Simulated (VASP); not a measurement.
A run of VASP 6.6.1 is set up as follows.

INCAR

```
SYSTEM = YAlSi
  PREC = Accurate
  ENCUT = 600
  EDIFF = 1E-7
  ISMEAR = 0
  SIGMA = 0.1
  LREAL = .FALSE.
  LASPH = .TRUE.
  NELM = 100
  ALGO = Normal
  ISIF = 3
  LWAVE = .FALSE.
  LCHARG = .FALSE.
  IBRION = 2
  NSW = 70
  EDIFFG = -0.005
```

Contents of KPOINTS:

```
Automatic mesh
0
G
  10 10 6
  0 0 0
```

File POSCAR:

```
YAlSi
1.0
    2.0022518378     -5.1576832241      0.0000000000
    2.0022518378      5.1576832241      0.0000000000
    0.0000000000      0.0000000000      5.7231955457
Y Al Si
2 2 2
Direct
    0.6948721768      0.3051278232      0.7500000000
    0.3051278232      0.6948721768      0.2500000000
    0.0000000000      0.0000000000      0.5000000000
    0.0000000000      0.0000000000      0.0000000000
    0.4011398038      0.5988601962      0.7500000000
    0.5988601962      0.4011398038      0.2500000000
```

Potentials or basis: VASP PAW LDA potentials, release 64 (Y_sv, Al, Si).

The run is started by

```sh
$ cat potpaw_LDA.64/Y_sv/POTCAR potpaw_LDA.64/Al/POTCAR potpaw_LDA.64/Si/POTCAR > POTCAR
$ mpirun -np 1 vasp_std > vasp.out
```

What does it give for the relaxed volume?

18.72 Å³/atom.

Estimate the space group after relaxing (to 0.05 Å).

Cmcm (No. 63).

The path:
| step | energy change (eV) | largest force (eV/Å) | pressure (GPa) | volume (Å³) |
| --- | --- | --- | --- | --- |
| 1 | 0.0000 | 0.0386 | -4.56 | 118.21 |
| 2 | -0.0535 | 0.0757 | 3.30 | 108.86 |
| 3 | -0.0880 | 0.0455 | 0.00 | 112.32 |
| 4 | -0.0880 | 0.0456 | 0.10 | 112.20 |
| 5 | -0.0884 | 0.0222 | 0.10 | 112.19 |
| 6 | -0.0885 | 0.0041 | 0.10 | 112.18 |
| 7 | -0.0885 | 0.0016 | -0.08 | 112.39 |
| 8 | -0.0885 | 0.0013 | -0.01 | 112.30 |

LDA usually gives volumes a few per cent too small. Zero-point motion and thermal expansion aren't in these numbers.
